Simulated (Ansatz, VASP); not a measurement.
K3SBr in VASP and in Ansatz

POSCAR

```
K3SBr
1.0
    6.0141131376      0.0000000000      0.0000000000
    0.0000000000      6.0141131376      0.0000000000
    0.0000000000      0.0000000000      6.0141131376
Br S K
1 1 3
Direct
    0.0000000000      0.0000000000      0.0000000000
    0.5000000000      0.5000000000      0.5000000000
    0.5000000000      0.5000000000      0.0000000000
    0.5000000000      0.0000000000      0.5000000000
    0.0000000000      0.5000000000      0.5000000000
```

The input INCAR.step1:

```
PREC = Accurate
ENCUT = 520
ISMEAR = 0
SIGMA = 0.01
LREAL = False
LASPH = True
NELM = 100
NBANDS = 28
GGA = PE
ALGO = Normal
EDIFF = 1E-4
LWAVE = True
LCHARG = False
```

INCAR.step2

```
PREC = Accurate
ENCUT = 520
EDIFF = 1E-6
ISMEAR = 0
SIGMA = 0.01
LREAL = False
LASPH = True
NELM = 100
ALGO = Normal
ISIF = 2
LWAVE = False
LCHARG = True
METAGGA = R2SCAN
LMIXTAU = True
LELF = True
LVHAR = True
NBANDS = 28
ISTART = 1
```

Contents of KPOINTS:

```
Automatic mesh
0
Gamma
  4 4 4
```

Input for Ansatz:

```yaml
crystal:
  lattice:
    - [6.0141131376, 0.0, 0.0]
    - [0.0, 6.0141131376, 0.0]
    - [0.0, 0.0, 6.0141131376]
  atoms:
    - { symbol: Br, position: [0.0, 0.0, 0.0] }
    - { symbol: S, position: [0.5, 0.5, 0.5] }
    - { symbol: K, position: [0.5, 0.5, 0.0] }
    - { symbol: K, position: [0.5, 0.0, 0.5] }
    - { symbol: K, position: [0.0, 0.5, 0.5] }
kpoints:
  mp_grid: { grid: [4, 4, 4] }
hamiltonian:
  xc: r2scan
scf:
  occupations: { method: fixed }
  n_extra_bands: 5
output:
  forces: true
  stress: true
  eigenvalues: true
```

Alike in both runs: task single point; functional r2SCAN; k mesh 4 × 4 × 4; no spin polarisation.

```csv
,VASP,Ansatz
version,VASP 6.6.1,Ansatz 0.2.0
potentials or method,"VASP PAW PBE potentials, release 64 (Br, S, K_sv)","plane waves, PAW"
plane-wave cutoff (eV),520,500
occupations,"gaussian, width 0.01 eV",fixed
valence electrons in the cell,40,40
```

|  | VASP | Ansatz | Ansatz less VASP |
| --- | --- | --- | --- |
| gap on the k mesh at the Fermi level (eV) | 2.14 | 2.14 | 0.000 |
| pressure (GPa) | -0.4 | -0.4 | -0.01 |

VASP's potentials were made for PBE, not for r2SCAN.
